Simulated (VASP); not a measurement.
# OsC2 (Pn-3m) in VASP: further runs, part 2 of 2

VASP 6.6.1.

## (4) Single point, r2SCAN

This run uses another cell than the first one, of 13.63 Å³/atom.

File POSCAR:

```
OsC2
1.0
    4.3404040481      0.0000000000      0.0000000000
    0.0000000000      4.3404040481      0.0000000000
    0.0000000000      0.0000000000      4.3404040481
Os C
2 4
Direct
    0.0000000000      0.0000000000      0.0000000000
    0.5000000000      0.5000000000      0.5000000000
    0.2500000000      0.2500000000      0.2500000000
    0.2500000000      0.7500000000      0.7500000000
    0.7500000000      0.7500000000      0.2500000000
    0.7500000000      0.2500000000      0.7500000000
```

File INCAR.step1:

```
SYSTEM = OsC2
  PREC = Accurate
  ENCUT = 520
  ISMEAR = 0
  SIGMA = 0.1
  LREAL = .FALSE.
  LASPH = .TRUE.
  NELM = 100
  NBANDS = 25
  GGA = PE
  ALGO = Normal
  EDIFF = 1E-4
  LWAVE = .TRUE.
  LCHARG = .FALSE.
```

File INCAR.step2:

```
SYSTEM = OsC2
  PREC = Accurate
  ENCUT = 520
  EDIFF = 1E-6
  ISMEAR = 0
  SIGMA = 0.1
  LREAL = .FALSE.
  LASPH = .TRUE.
  NELM = 100
  ALGO = Normal
  ISIF = 2
  LWAVE = .FALSE.
  LCHARG = .FALSE.
  METAGGA = R2SCAN
  LMIXTAU = .TRUE.
  NBANDS = 25
  ISTART = 1
```

File KPOINTS:

```
Automatic mesh
0
G
  10 10 10
  0 0 0
```

Potentials or basis: VASP PAW PBE potentials, release 64 (Os, C).

The run is started by

```bash
cat potpaw_PBE.64/Os/POTCAR potpaw_PBE.64/C/POTCAR > POTCAR
cp INCAR.step1 INCAR
mpirun -np 1 vasp_std > vasp.out
cp INCAR.step2 INCAR
mpirun -np 1 vasp_std > vasp.out
```

OUTCAR:

```text
SYSTEM = OsC2
   PREC = Accurate
   ENCUT = 520
   EDIFF = 1E-6
   ISMEAR = 0
   LREAL = .FALSE.
   LASPH = .TRUE.
   NELM = 100
   ISIF = 2
   METAGGA = R2SCAN
   ISTART = 1

 ion  position               nearest neighbor table
   1  0.000  0.000  0.000-   3 1.88   4 1.88   5 1.88   6 1.88
   2  0.500  0.500  0.500-   3 1.88   4 1.88   5 1.88   6 1.88
   3  0.250  0.250  0.250-   1 1.88   2 1.88
   4  0.250  0.750  0.750-   1 1.88   2 1.88
   5  0.750  0.750  0.250-   1 1.88   2 1.88
   6  0.750  0.250  0.750-   1 1.88   2 1.88

  LATTYP: Found a simple cubic cell.
 ALAT       =     4.3404040481

  Lattice vectors:

 A1 = (   4.3404040481,   0.0000000000,   0.0000000000)
 A2 = (   0.0000000000,   4.3404040481,   0.0000000000)
 A3 = (   0.0000000000,   0.0000000000,   4.3404040481)

Analysis of symmetry for initial positions (statically):
=====================================================================
 Subroutine PRICEL returns:
 Original cell was already a primitive cell.

 Routine SETGRP: Setting up the symmetry group for a
 simple cubic supercell.

 Subroutine GETGRP returns: Found 48 space group operations
 (whereof 24 operations were pure point group operations)
 out of a pool of 48 trial point group operations.

The static configuration has the point symmetry T_d .
 The point group associated with its full space group is O_h .

Analysis of symmetry for dynamics (positions and initial velocities):
=====================================================================
 Subroutine PRICEL returns:
 Original cell was already a primitive cell.

 Routine SETGRP: Setting up the symmetry group for a
 simple cubic supercell.

 Subroutine GETGRP returns: Found 48 space group operations
 (whereof 24 operations were pure point group operations)
 out of a pool of 48 trial point group operations.

The dynamic configuration has the point symmetry T_d .
 The point group associated with its full space group is O_h .

 Subroutine INISYM returns: Found 48 space group operations
 (whereof 24 operations are pure point group operations),
 and found     1 'primitive' translations

----------------------------------------------------------------------------------------

                                     Primitive cell

  volume of cell :      81.7693

  direct lattice vectors                    reciprocal lattice vectors
     4.340404048  0.000000000  0.000000000     0.230393297  0.000000000  0.000000000
     0.000000000  4.340404048  0.000000000     0.000000000  0.230393297  0.000000000
     0.000000000  0.000000000  4.340404048     0.000000000  0.000000000  0.230393297

  length of vectors
     4.340404048  4.340404048  4.340404048     0.230393297  0.230393297  0.230393297

  position of ions in fractional coordinates (direct lattice)
     0.000000000  0.000000000  0.000000000
     0.500000000  0.500000000  0.500000000
     0.250000000  0.250000000  0.250000000
     0.250000000  0.750000000  0.750000000
     0.750000000  0.750000000  0.250000000
     0.750000000  0.250000000  0.750000000

  ion indices of the primitive-cell ions
   primitive index   ion index
                 1           1
                 2           2
                 3           3
                 4           4
[... 30 lines left out ...]
            Coordinates               Weight
  0.000000  0.000000  0.000000      1.000000
  0.100000  0.000000  0.000000      6.000000
  0.200000  0.000000  0.000000      6.000000
  0.300000  0.000000  0.000000      6.000000
  0.400000  0.000000  0.000000      6.000000
  0.500000  0.000000  0.000000      3.000000
[... 16 lines left out ...]
  0.200000  0.100000  0.100000     24.000000
  0.300000  0.100000  0.100000     24.000000
 [... further k-points ...]
   k-points           NKPTS =     56   k-points in BZ     NKDIM =     56   number of bands    NBANDS=     25
   number of dos      NEDOS =    301   number of ions     NIONS =      6
   total plane-waves  NPLWV =  32768
   dimension x,y,z NGX =    32 NGY =   32 NGZ =   32
   dimension x,y,z NGXF=    64 NGYF=   64 NGZF=   64
   ions per type =               2   4
   NGX,Y,Z   is equivalent  to a cutoff of  12.26, 12.26, 12.26 a.u.
   NGXF,Y,Z  is equivalent  to a cutoff of  24.51, 24.51, 24.51 a.u.
 SYSTEM =  OsC2
   PREC   = accura    normal or accurate (medium, high low for compatibility)
   ISTART =      1    job   : 0-new  1-cont  2-samecut
   ICHARG =      0    charge: 1-file 2-atom 10-const
   ISPIN  =      1    spin polarized calculation?
   LNONCOLLINEAR =      F non collinear calculations
   LSORBIT =      F    spin-orbit coupling
   LASPH  =      T    aspherical Exc in radial PAW
   ENCUT  =  520.0 eV  38.22 Ry    6.18 a.u.   8.07  8.07  8.07*2*pi/ulx,y,z
   NELM   =    100;   NELMIN=  2; NELMDL=  0     # of ELM steps
   EDIFF  = 0.1E-05   stopping-criterion for ELM
   LREAL  =      F    real-space projection
   EDIFFG = 0.1E-04   stopping-criterion for IOM
   NSW    =      0    number of steps for IOM
   IBRION =     -1    ionic relax: 0-MD 1-quasi-New 2-CG
   NFREE  =      0    steps in history (QN), initial steepest desc. (CG)
   ISIF   =      2    stress and relaxation
   ISYM   =      2    0-nonsym 1-usesym 2-fastsym
   POTIM  = 0.5000    time-step for ionic-motion
   TEBEG  =    0.0;   TEEND  =   0.0 temperature during run
   PSTRESS=    0.0 pullay stress
   NELECT =      32.0000    total number of electrons
   NUPDOWN=      -1.0000    fix difference up-down
   EMIN   =  10.00;   EMAX   =-10.00  energy-range for DOS
   EFERMI =   0.00;   METHOD = LEGACY
   ISMEAR =     0;   SIGMA  =   0.10  broadening in eV -4-tet -1-fermi 0-gaus
   EFERMI_NEDOS =   21; number of points for ismear=-14 and -15
   IALGO  =     38    algorithm
   IMIX   =      4    mixing-type and parameters
     AMIX     =   0.40;   BMIX     =  1.00
     AMIX_MAG =   1.60;   BMIX_MAG =  1.00
  volume/ion in A,a.u.               =      13.63        91.97
  Fermi-wavevector in a.u.,A,eV,Ry     =   1.197461  2.262873 19.509564  1.433913
  Thomas-Fermi vector in A             =   2.333375
   LORBIT       =      0    0 simple, 1 ext, 2 COOP (PROOUT), +10 PAW based schemes
   METAGGA = R2SCAN    functional components
   LHFCALC =     F    Hartree Fock is set to
   AEXX    =    0.0000 exact exchange contribution
   IVDW    =     0    specifies the selected vdW correction
   LEPSILON=     F    determine dielectric tensor
   LRPA    =     F    only Hartree local field effects (RPA)
 non-spin polarized calculation
 Gauss-broadening in eV      SIGMA  =   0.10
  energy-cutoff  :      520.00
  volume of cell :       81.77
 maximum number of plane-waves:      2272
   NGX = 17   NGY = 17   NGZ = 17

 number of electron      31.9999998 magnetization

 Free energy of the ion-electron system (eV)
  ---------------------------------------------------
  ext. energy  EPLUGINS =         0.00000000
  ---------------------------------------------------
  free energy    TOTEN  =      -135.58830299 eV

  energy without entropy =     -135.57445881  energy(sigma->0) =     -135.58138090

 E-fermi :   3.8856     XC(G=0): -11.6368

 val. band max:        3.8724174801   @ k =   0.3000   0.0000   0.0000
 cond. band min:       3.8911594869   @ k =   0.3000   0.3000   0.3000
 fundamental gap:      0.0187420068
 Fermi energy:         3.8855968441

 k-point     1 :       0.0000    0.0000    0.0000
  band No.  band energies     occupation
      1      -9.6687      2.00000
      2      -6.6646      2.00000
      3      -6.6646      2.00000
      4      -6.6646      2.00000
      5      -2.5956      2.00000
      6      -2.5956      2.00000
[... 661 lines left out ...]
     24       9.6177      0.00000
     25      10.3570      0.00000

 [... further k-points ...]

------------------------ aborting loop because EDIFF is reached ----------------------------------------

  FORCE on cell =-STRESS in cart. coord.  units (eV):
  Direction    XX          YY          ZZ          XY          YZ          ZX
  --------------------------------------------------------------------------------------
  -------------------------------------------------------------------------------------
  Total        0.9580929      0.9580929      0.9580929      0.0000000     -0.0000000      0.0000000
  in kB       18.7727432     18.7727432     18.7727432      0.0000000     -0.0000000      0.0000000
  external PRESSURE =      18.7727432 kB  Pullay stress =       0.0000000 kB

 VOLUME and BASIS-vectors are now :
 -----------------------------------------------------------------------------
  energy-cutoff  :      520.00
  volume of cell :       81.77
      direct lattice vectors                 reciprocal lattice vectors
     4.340404048  0.000000000  0.000000000     0.230393297  0.000000000  0.000000000
     0.000000000  4.340404048  0.000000000     0.000000000  0.230393297  0.000000000
     0.000000000  0.000000000  4.340404048     0.000000000  0.000000000  0.230393297

 POSITION                                       TOTAL-FORCE (eV/Angst)
 -----------------------------------------------------------------------------------
      0.00000      0.00000      0.00000        -0.000000      0.000000     -0.000000
      2.17020      2.17020      2.17020         0.000000      0.000000      0.000000
      1.08510      1.08510      1.08510         0.000000     -0.000000     -0.000000
      1.08510      3.25530      3.25530        -0.000000     -0.000000      0.000000
      3.25530      3.25530      1.08510        -0.000000      0.000000     -0.000000
      3.25530      1.08510      3.25530         0.000000      0.000000      0.000000
 -----------------------------------------------------------------------------------
    total drift:                               -0.000000      0.000000      0.000000

  FREE ENERGIE OF THE ION-ELECTRON SYSTEM (eV)
  ---------------------------------------------------
  free  energy   TOTEN  =      -135.5883029932 eV

  energy  without entropy=     -135.5744588061  energy(sigma->0) =     -135.58138090
```

Run time: 1.9 min. Hardware: 1 thread of Intel Xeon 6975P-C (Granite Rapids), shared host; peak memory 0.25 GiB.

Results:

* Free energy: -135.5883 eV
* Pressure: 1.9 GPa
* Band gap on the k mesh: zero (bands 16 and 17 overlap by 0.95 eV)

Caveat: the PAW data sets were made with another functional, which shifts forces and pressure a little; spin-orbit coupling is left out, which moves the levels of the heavy elements.

## (5) Summary

```csv
task,cell,k mesh,cutoff (eV),gap on the mesh (eV),pressure (GPa)
single point,"a = 4.337 Å, 6 atoms",4 × 4 × 4,520,none,2.1
relaxation of cell and atoms,"relaxed from a = 4.006 Å, 6 atoms",4 × 4 × 4,600,none,0.0
single point,"a = 4.340 Å, 6 atoms",10 × 10 × 10,520,none,1.9
```

Alike in all rows: level r2SCAN; potentials or basis VASP PAW PBE potentials, release 64 (Os, C); no spin polarisation; smearing gaussian 0.1 eV.

Caveats: some runs use coarse meshes; the PAW data sets were made with another functional, which shifts forces and pressure a little; spin-orbit coupling is left out, which moves the levels of the heavy elements; the volume moved by over 15 % at a fixed basis, so the end points are rough (at least some runs).

Absolute energies hang on the potentials; compare differences alone.

The gap in the log of VASP goes by the Fermi energy; the results here count the filled bands.